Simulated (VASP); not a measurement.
# InP (F-43m) in VASP: G0W0 quasiparticle levels with PBE

Aim: the G0W0 quasiparticle levels of InP with PBE.

Everything below comes from runs of VASP 6.6.1. Logs are shortened: lines on timing, memory, paths and dates and some standing lists are left out, and cuts for length are marked.

### 1 The cell of the first run

It takes space group F-43m (No. 216, cubic). The conventional cell has a = 5.937 Å, b = 5.937 Å, c = 5.937 Å, α = 90.00°, β = 90.00°, γ = 90.00°. Within 3.4 Å of In (site symmetry -43m) lie 4 P at 2.57 Å. Within 3.4 Å of P (site symmetry -43m) lie 4 In at 2.57 Å.

### 2 G0W0 quasiparticle levels, PBE

Contents of POSCAR:

```
InP
1.0
    0.0000000000      2.9685565774      2.9685565774
    2.9685565774      0.0000000000      2.9685565774
    2.9685565774      2.9685565774      0.0000000000
In P
1 1
Direct
    0.0000000000      0.0000000000      0.0000000000
    0.2500000000      0.2500000000      0.2500000000
```

Contents of INCAR.step1:

```
PREC = Accurate
ENCUT = 500
EDIFF = 1E-8
ISMEAR = 0
SIGMA = 0.01
LREAL = False
LASPH = True
NELM = 80
ALGO = Normal
LWAVE = True
LCHARG = False
GGA = PE
```

Contents of INCAR.step2:

```
PREC = Accurate
ENCUT = 500
EDIFF = 1E-8
ISMEAR = 0
SIGMA = 0.01
LREAL = False
LASPH = True
NELM = 1
ALGO = Exact
LWAVE = True
LCHARG = False
GGA = PE
NBANDS = 227
LOPTICS = True
ISTART = 1
```

Contents of INCAR.step3:

```
PREC = Accurate
ENCUT = 500
EDIFF = 1E-8
ISMEAR = 0
SIGMA = 0.01
LREAL = False
LASPH = True
ALGO = EVGW0
LWAVE = False
LCHARG = False
GGA = PE
NELMGW = 1
NBANDS = 227
ENCUTGW = 150.0
NOMEGA = 96
PRECFOCK = Fast
ISTART = 1
NBANDSGW = 17
OMEGAMAX = 20
```

Contents of KPOINTS:

```
Automatic mesh
0
Gamma
  4 4 4
```

Potentials or basis: VASP PAW PBE potentials, release 64 (In_d_GW, P_GW).

Command:

```bash
> cat potpaw_PBE.64/In_d_GW/POTCAR potpaw_PBE.64/P_GW/POTCAR > POTCAR
> cp INCAR.step1 INCAR
> mpirun -np 1 vasp_std > vasp.out
> cp INCAR.step2 INCAR
> mpirun -np 1 vasp_std > vasp.out
> cp INCAR.step3 INCAR
> mpirun -np 1 vasp_std > vasp.out
```

OUTCAR:

```text
PREC = Accurate
   ENCUT = 500
   EDIFF = 1E-8
   ISMEAR = 0
   LREAL = False
   LASPH = True
   GGA = PE
   NELMGW = 1
   ENCUTGW = 150.0
   PRECFOCK = Fast
   ISTART = 1

 ion  position               nearest neighbor table
   1  0.000  0.000  0.000-   2 2.57   2 2.57   2 2.57   2 2.57
   2  0.250  0.250  0.250-   1 2.57   1 2.57   1 2.57   1 2.57

  LATTYP: Found a face centered cubic cell.
 ALAT       =     5.9371131548

  Lattice vectors:

 A1 = (   0.0000000000,   2.9685565774,   2.9685565774)
 A2 = (   2.9685565774,   0.0000000000,   2.9685565774)
 A3 = (   2.9685565774,   2.9685565774,   0.0000000000)

Analysis of symmetry for initial positions (statically):
=====================================================================
 Subroutine PRICEL returns:
 Original cell was already a primitive cell.

 Routine SETGRP: Setting up the symmetry group for a
 face centered cubic supercell.

 Subroutine GETGRP returns: Found 24 space group operations
 (whereof 24 operations were pure point group operations)
 out of a pool of 48 trial point group operations.

The static configuration has the point symmetry T_d .

Analysis of symmetry for dynamics (positions and initial velocities):
=====================================================================
 Subroutine PRICEL returns:
 Original cell was already a primitive cell.

 Routine SETGRP: Setting up the symmetry group for a
 face centered cubic supercell.

 Subroutine GETGRP returns: Found 24 space group operations
 (whereof 24 operations were pure point group operations)
 out of a pool of 48 trial point group operations.

The dynamic configuration has the point symmetry T_d .

 Subroutine INISYM returns: Found 24 space group operations
 (whereof 24 operations are pure point group operations),
 and found     1 'primitive' translations

----------------------------------------------------------------------------------------

                                     Primitive cell

  volume of cell :      52.3198

  direct lattice vectors                    reciprocal lattice vectors
     0.000000000  2.968556577  2.968556577    -0.168432026  0.168432026  0.168432026
     2.968556577  0.000000000  2.968556577     0.168432026 -0.168432026  0.168432026
     2.968556577  2.968556577  0.000000000     0.168432026  0.168432026 -0.168432026

  length of vectors
     4.198172972  4.198172972  4.198172972     0.291732827  0.291732827  0.291732827

  position of ions in fractional coordinates (direct lattice)
     0.000000000  0.000000000  0.000000000
     0.250000000  0.250000000  0.250000000

  ion indices of the primitive-cell ions
   primitive index   ion index
                 1           1
                 2           2

----------------------------------------------------------------------------------------

 KPOINTS: Automatic mesh

Automatic generation of k-mesh.
 Grid dimensions read from file:
 generate k-points for:    4    4    4

 Generating k-lattice:

  Cartesian coordinates                     Fractional coordinates (reciprocal lattice)
    -0.042108007  0.042108007  0.042108007     0.250000000  0.000000000  0.000000000
     0.042108007 -0.042108007  0.042108007     0.000000000  0.250000000  0.000000000
     0.042108007  0.042108007 -0.042108007     0.000000000  0.000000000  0.250000000

  Length of vectors
     0.072933207  0.072933207  0.072933207

  Shift w.r.t. Gamma in fractional coordinates (k-lattice)
     0.000000000  0.000000000  0.000000000

 Subroutine IBZKPT returns following result:
 ===========================================

 Found      8 irreducible k-points:

 Following reciprocal coordinates:
            Coordinates               Weight
  0.000000  0.000000  0.000000      1.000000
  0.250000  0.000000  0.000000      8.000000
  0.500000  0.000000  0.000000      4.000000
  0.250000  0.250000  0.000000      6.000000
  0.500000  0.250000  0.000000     24.000000
 -0.250000  0.250000  0.000000     12.000000
  0.500000  0.500000  0.000000      3.000000
 -0.250000  0.500000  0.250000      6.000000
   k-points           NKPTS =      8   k-points in BZ     NKDIM =     64   number of bands    NBANDS=    227
   number of dos      NEDOS =    301   number of ions     NIONS =      2
   total plane-waves  NPLWV =  32768
   dimension x,y,z NGX =    32 NGY =   32 NGZ =   32
   dimension x,y,z NGXF=    64 NGYF=   64 NGZF=   64
   ions per type =               1   1
   NGX,Y,Z   is equivalent  to a cutoff of  12.67, 12.67, 12.67 a.u.
   NGXF,Y,Z  is equivalent  to a cutoff of  25.34, 25.34, 25.34 a.u.
 SYSTEM =  unknown system
   PREC   = accura    normal or accurate (medium, high low for compatibility)
   ISTART =      1    job   : 0-new  1-cont  2-samecut
   ICHARG =      0    charge: 1-file 2-atom 10-const
   ISPIN  =      1    spin polarized calculation?
   LNONCOLLINEAR =      F non collinear calculations
   LSORBIT =      F    spin-orbit coupling
   LASPH  =      T    aspherical Exc in radial PAW
   ENCUT  =  500.0 eV  36.75 Ry    6.06 a.u.   7.65  7.65  7.65*2*pi/ulx,y,z
   NELM   =     60;   NELMIN=  2; NELMDL=  0     # of ELM steps
   EDIFF  = 0.1E-07   stopping-criterion for ELM
   LREAL  =      F    real-space projection
   EDIFFG = 0.1E-06   stopping-criterion for IOM
   NSW    =      0    number of steps for IOM
   IBRION =     -1    ionic relax: 0-MD 1-quasi-New 2-CG
   NFREE  =      0    steps in history (QN), initial steepest desc. (CG)
   ISIF   =      0    stress and relaxation
   ISYM   =      3    0-nonsym 1-usesym 2-fastsym
   POTIM  = 0.5000    time-step for ionic-motion
   TEBEG  =    0.0;   TEEND  =   0.0 temperature during run
   PSTRESS=    0.0 pullay stress
   NELECT =      18.0000    total number of electrons
   NUPDOWN=      -1.0000    fix difference up-down
   EMIN   =  10.00;   EMAX   =-10.00  energy-range for DOS
   EFERMI =   0.00;   METHOD = LEGACY
   ISMEAR =     0;   SIGMA  =   0.01  broadening in eV -4-tet -1-fermi 0-gaus
   EFERMI_NEDOS =   21; number of points for ismear=-14 and -15
   IALGO  =     38    algorithm
   IMIX   =      4    mixing-type and parameters
     AMIX     =   0.40;   BMIX     =  1.00
     AMIX_MAG =   1.60;   BMIX_MAG =  1.00
  volume/ion in A,a.u.               =      26.16       176.54
  Fermi-wavevector in a.u.,A,eV,Ry     =   1.147124  2.167750 17.903815  1.315893
  Thomas-Fermi vector in A             =   2.283805
   LORBIT       =      0    0 simple, 1 ext, 2 COOP (PROOUT), +10 PAW based schemes
   GGA     = PE    functional components
   LHFCALC =     T    Hartree Fock is set to
   PRECFOCK=fast      Normal, Fast or Accurate (Low or Medium for compatibility)
   ENCUT4O =  -1.0   cutoff for four orbital integrals eV
   NKREDX  =     1    reduce k-point grid by
   NKREDY  =     1    reduce k-point grid by
   NKREDZ  =     1    reduce k-point grid by
   AEXX    =    1.0000 exact exchange contribution
   HFSCREEN=    0.0000 screening length (either q_TF or 0.3 A-1)
   HFSCREENC=   0.0000 screening length for correlation (either q_TF or 0.3 A-1)
   ENCUTFOCK=  -1.0 apply spherical cutoff to Coloumb kernel
   IVDW    =     0    specifies the selected vdW correction
   LEPSILON=     F    determine dielectric tensor
   LRPA    =     F    only Hartree local field effects (RPA)
   LRPAFORCE           =     F    calculate RPA forces
   ENCUTGW             = 150.0    cutoff for response function in eV
   ENCUTGWSOFT         = 120.0    soft cutoff for Coulomb kernel in GW response function in eV
   ENCUTLF             =  -1.0    cutoff for local field effects
   NELMGW              =     1    number of iterations in solving QP/BSE equation
   NELMHF              =     1    number of iterations in the inner HF iteration
   NKREDLFX            =     1    NKREDLFY  =   1   NKREDLFZ  =   1
 non-spin polarized calculation
 Gauss-broadening in eV      SIGMA  =   0.01
  energy-cutoff  :      500.00
  volume of cell :       52.32
 maximum number of plane-waves:      1363
 NGX is ok and might be reduce to    32
  NGX = 18; NGY = 18; NGZ = 18
   NGX = 15   NGY = 15   NGZ = 15
 maximum number of plane-waves:       229
 NGX is ok and might be reduce to    18

 QP shifts <psi_nk| G(iteration)W_0 |psi_nk>: iteration 1
 for sc-GW calculations column KS-energies equals QP-energies in previous step
 and V_xc(KS)=  KS-energies - (<T + V_ion + V_H > + <T+V_H+V_ion>^1  + <V_x>^1)

 k-point   1 :       0.0000    0.0000    0.0000
  band No.  KS-energies  QP-energies   sigma(KS)   V_xc(KS)     V^pw_x(r,r')   Z            occupation Imag(sigma)

      1     -10.5860     -12.6196     -19.5568     -16.6043     -25.3387       0.6887       2.0000       0.1872
      2     -10.5860     -12.6196     -19.5568     -16.6043     -25.3387       0.6887       2.0000       0.1872
      3     -10.5860     -12.6196     -19.5568     -16.6043     -25.3387       0.6887       2.0000       0.1872
      4     -10.4550     -12.5156     -19.6742     -16.6838     -25.3561       0.6891       2.0000       0.1103
      5     -10.4550     -12.5156     -19.6742     -16.6838     -25.3561       0.6891       2.0000       0.1103
      6      -7.6722      -8.0294     -11.8556     -11.2496     -18.1487       0.5895       2.0000       0.8301
[... 9 lines left out ...]
     16      12.9247      13.0053      -9.9437     -10.0555      -4.4770       0.7207       0.0000      -0.2450
     17      14.6720      14.3853      -7.8339      -7.4442      -2.1956       0.7356       0.0000      -0.4251

 k-point   2 :       0.2500    0.0000    0.0000
  band No.  KS-energies  QP-energies   sigma(KS)   V_xc(KS)     V^pw_x(r,r')   Z            occupation Imag(sigma)

      1     -10.6369     -12.6001     -19.3624     -16.4862     -25.2162       0.6826       2.0000       0.2064
      2     -10.5658     -12.6062     -19.5849     -16.6266     -25.3578       0.6897       2.0000       0.1828
      3     -10.5658     -12.6062     -19.5849     -16.6266     -25.3578       0.6897       2.0000       0.1828
      4     -10.4526     -12.5117     -19.6746     -16.6866     -25.3614       0.6891       2.0000       0.1123
      5     -10.4526     -12.5117     -19.6746     -16.6866     -25.3614       0.6891       2.0000       0.1123
      6      -7.0378      -7.4552     -12.1988     -11.5345     -18.2113       0.6284       2.0000       0.8154
[... 9 lines left out ...]
     16      12.6327      12.3141      -7.6508      -7.2166      -2.2663       0.7339       0.0000      -0.2691
     17      15.7013      15.5158      -8.8159      -8.5613      -2.8323       0.7285       0.0000      -0.4934

 k-point   3 :       0.5000    0.0000    0.0000
  band No.  KS-energies  QP-energies   sigma(KS)   V_xc(KS)     V^pw_x(r,r')   Z            occupation Imag(sigma)
[... 85 lines left out ...]
      1     -10.7442     -12.6347     -19.1397     -16.3468     -25.0824       0.6769       2.0000       0.2307
      2     -10.4980     -12.5410     -19.5774     -16.6038     -25.2761       0.6871       2.0000       0.1213
      3     -10.4954     -12.5506     -19.6888     -16.7164     -25.4417       0.6915       2.0000       0.1732
      4     -10.4954     -12.5506     -19.6888     -16.7164     -25.4417       0.6915       2.0000       0.1732
      5     -10.4245     -12.4849     -19.7059     -16.7204     -25.3984       0.6901       2.0000       0.1102
      6      -5.4555      -5.8839     -12.9912     -12.3446     -18.4844       0.6625       2.0000       0.6623
[... 9 lines left out ...]
     16      15.2176      15.2491     -10.2227     -10.2659      -4.2141       0.7285       0.0000      -0.4676
     17      15.2176      15.2491     -10.2227     -10.2659      -4.2141       0.7285       0.0000      -0.4676

 k-point   8 :      -0.2500    0.5000    0.2500
  band No.  KS-energies  QP-energies   sigma(KS)   V_xc(KS)     V^pw_x(r,r')   Z            occupation Imag(sigma)

      1     -10.7140     -12.5954     -19.1599     -16.3755     -25.1120       0.6757       2.0000       0.2349
      2     -10.5342     -12.5786     -19.6297     -16.6607     -25.3836       0.6886       2.0000       0.1691
      3     -10.5024     -12.5520     -19.6511     -16.6839     -25.4033       0.6907       2.0000       0.1679
      4     -10.4721     -12.5225     -19.6498     -16.6670     -25.3462       0.6874       2.0000       0.1167
      5     -10.4416     -12.4991     -19.6786     -16.6946     -25.3713       0.6895       2.0000       0.1139
      6      -5.3891      -5.8224     -13.1209     -12.4703     -18.6034       0.6661       2.0000       0.6581
[... 9 lines left out ...]
     16      15.4020      15.5137     -10.2775     -10.4347      -3.9610       0.7103       0.0000      -0.5003
     17      15.4152      15.2884      -9.3977      -9.2224      -3.3522       0.7235       0.0000      -0.5029
```

Wall time 4.6 min (1 thread of Intel Xeon 6975P-C (Granite Rapids), shared host); peak memory 0.67 GiB.

Results:

```
Quasiparticle gap                                   : 0.98 eV
Least direct quasiparticle gap                      : 0.98 eV
Band gap of the starting levels on the mesh         : 0.48 eV
Least direct gap of the starting levels on the mesh : 0.48 eV
```

Caveat: the k points lie up to 0.46 Å⁻¹ apart; bands, screening cutoff and mesh are small and nothing is extrapolated, so the quasiparticle values aren't converged; spin-orbit coupling is left out, which moves the levels of the heavy elements.
